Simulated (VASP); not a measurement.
TiPt5:

```xyz
6
Lattice="0.0000 3.6227 3.6227 3.6227 0.0000 3.6227 3.6227 3.6227 0.0000" Properties=species:S:1:pos:R:3 pbc="T T T"
Ti    0.0000    0.0000    0.0000
Pt    1.8113    1.8113    1.8113
Pt    4.5283    2.7170    2.7170
Pt    4.5283    4.5283    4.5283
Pt    2.7170    4.5283    2.7170
Pt    2.7170    2.7170    4.5283
```

* Program: VASP 6.6.1
* Task: relaxation of cell and atoms
* Functional: PBE
* Potentials or basis: VASP PAW PBE potentials, release 64 (Ti_sv, Pt)
* Cutoff: 600 eV
* k mesh: 4 × 4 × 4
* Occupations: gaussian, width 0.1 eV
* Spin: no spin polarisation

At the start: pressure 11.4 GPa; volume 15.85 Å³/atom.

Task: How do energy, volume and symmetry change on relaxing?

Result: Over 4 steps the energy falls by 25.8 meV/atom and the volume is 16.61 Å³/atom (+4.8 %); space group F-43m (No. 216, to 0.05 Å).

The path:
```csv
step,energy change (eV),largest force (eV/Å),pressure (GPa),volume (Å³)
1,0.0000,0.1208,11.40,95.09
2,0.5951,0.1480,-18.01,111.47
3,-0.1548,0.0110,-0.39,99.84
4,-0.1551,0.0076,-0.05,99.67
```

Final structure:
```cif
data_structure
_symmetry_space_group_name_H-M 'P 1'
_symmetry_Int_Tables_number 1
_cell_length_a 5.2042
_cell_length_b 5.2042
_cell_length_c 5.2042
_cell_angle_alpha 60.000
_cell_angle_beta 60.000
_cell_angle_gamma 60.000
_cell_volume 99.67
loop_
_atom_site_label
_atom_site_type_symbol
_atom_site_fract_x
_atom_site_fract_y
_atom_site_fract_z
_atom_site_occupancy
Ti1 Ti 0.00000 0.00000 0.00000 1
Pt1 Pt 0.25000 0.25000 0.25000 1
Pt2 Pt 0.12546 0.62485 0.62485 1
Pt3 Pt 0.62485 0.62485 0.62485 1
Pt4 Pt 0.62485 0.12546 0.62485 1
Pt5 Pt 0.62485 0.62485 0.12546 1
```

Caveat: the k points lie up to 0.37 Å⁻¹ apart in the final cell.
